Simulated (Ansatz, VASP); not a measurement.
**Tl: VASP beside Ansatz**

```xyz
1
Lattice="0.0000 2.4583 2.4583 2.4583 0.0000 2.4583 2.4583 2.4583 0.0000" Properties=species:S:1:pos:R:3 pbc="T T T"
Tl    0.0000    0.0000    0.0000
```

Alike in both runs: task relaxation of cell and atoms; functional PBEsol; k mesh 14 × 14 × 14; occupations gaussian, width 0.1 eV; no spin polarisation.

```csv
,VASP,Ansatz
version,VASP 6.6.1,Ansatz 0.2.0
potentials or method,"VASP PAW PBE potentials, release 64 (Tl_d), cutoff 500 eV","scalar-relativistic, plane waves, PAW"
valence electrons in the cell,13,13
```

|  | VASP | Ansatz | Ansatz less VASP |
| --- | --- | --- | --- |
| gap on the k mesh at the Fermi level, each at its own relaxed structure (eV) | none | none | - |
| relaxed volume (Å³/atom) | 28.34 | 28.34 | +0.007 |
| relaxed length of the cell vector where the two differ most in proportion (Å) | 3.422 | 3.422 | +0.0003 |

VASP's potentials were made for PBE, not for PBEsol. A gap of «none» marks a metal or a gap that the smearing closes.

Spin-orbit coupling is off throughout.
